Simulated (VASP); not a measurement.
Here is a VASP 6.6.1 calculation.

Contents of INCAR:

```
SYSTEM = La
ALGO = Normal ; EDIFF = 1E-7
ENCUT = 520 ; GGA = PE
ISIF = 2 ; ISMEAR = -1
LASPH = .True. ; LCHARG = .False.
LREAL = .False. ; LWAVE = .False.
NBANDS = 12 ; NELM = 80
PREC = Accurate ; SIGMA = 0.05
```

File KPOINTS:

```
k-points
0
Gamma
  16 16 16
  0 0 0
```

POSCAR

```
La
1.0
   -1.6616810735      1.6616810735      1.6616810735
    1.6616810735     -1.6616810735      1.6616810735
    1.6616810735      1.6616810735     -1.6616810735
La
1
Direct
    0.0000000000      0.0000000000      0.0000000000
```

Potentials or basis: VASP PAW PBE potentials, release 64 (La).

Launch:

```console
$ cat potpaw_PBE.64/La/POTCAR > POTCAR
$ mpirun -np 1 vasp_std > vasp.out
```

Question: Predict the pressure.

Answer: 65.1 GPa.
